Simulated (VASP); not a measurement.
Write the native input for VASP 6.6.1 that does the following.

- Task: single point
- Functional: PBEsol
- Potentials or basis: VASP PAW PBE potentials, release 64 (N, Hf_pv, O)
- Cutoff: 520 eV
- k mesh: 9 × 9 × 1
- Occupations: gaussian, width 0.1 eV
- Spin: no spin polarisation
- Dipole correction: yes
- Further INCAR settings: ALGO = Normal; EDIFF = 1e-06; NBANDS = 34

The structure of Hf3N3O lies in POSCAR:

```
Hf3N3O
1.0
    3.1830776024      0.0000000000      0.0000000000
   -1.5915388012      2.7566260659      0.0000000000
    0.0000000000      0.0000000000     25.4974299479
N Hf O
3 3 1
Direct
    0.3333333333      0.6666666667      0.3333669321
    0.0000000000      0.0000000000      0.4352976751
    0.6666666667      0.3333333333      0.5377460425
    0.6666666667      0.3333333333      0.3843323037
    0.3333333333      0.6666666667      0.4878051823
    0.0000000000      0.0000000000      0.5886715328
    0.0000000000      0.0000000000      0.6577172190
```

These files were run (other wordings do the same):

INCAR

```
SYSTEM = Hf3N3O
PREC = Accurate
ENCUT = 520
EDIFF = 1E-6
ISMEAR = 0
SIGMA = 0.1
LREAL = .False.
LASPH = .True.
NELM = 100
ALGO = Normal
ISIF = 2
LWAVE = .False.
LCHARG = .True.
LDIPOL = .True.
IDIPOL = 3
DIPOL = 0.5 0.5 0.489
GGA = PS
LELF = .True.
LVHAR = .True.
LVACPOTAV = .True.
NBANDS = 34
```

KPOINTS

```
Automatic mesh
0
Gamma
  9 9 1
  0 0 0
```

Potentials or basis: VASP PAW PBE potentials, release 64 (N, Hf_pv, O).

Command:

```console
$ cat potpaw_PBE.64/N/POTCAR potpaw_PBE.64/Hf_pv/POTCAR potpaw_PBE.64/O/POTCAR > POTCAR
$ mpirun -np 1 vasp_std > vasp.out
```

It gave:

```yaml
Largest_force: 6.371 eV/Å
Band_gap_on_the_k_mesh: zero (an odd number of electrons rules out a gap without spin polarisation)
```

Caveat: the PAW data sets were made with another functional, which shifts forces and pressure a little; spin-orbit coupling is left out, which moves the levels of the heavy elements; an odd number of electrons without spin polarisation forces a metal; a magnetic or distorted state may lie lower.

Wall time 4.3 min on 1 thread of Intel(R) Xeon(R) Platinum 8488C (Sapphire Rapids), with other jobs on the host, peak memory 0.35 GiB.
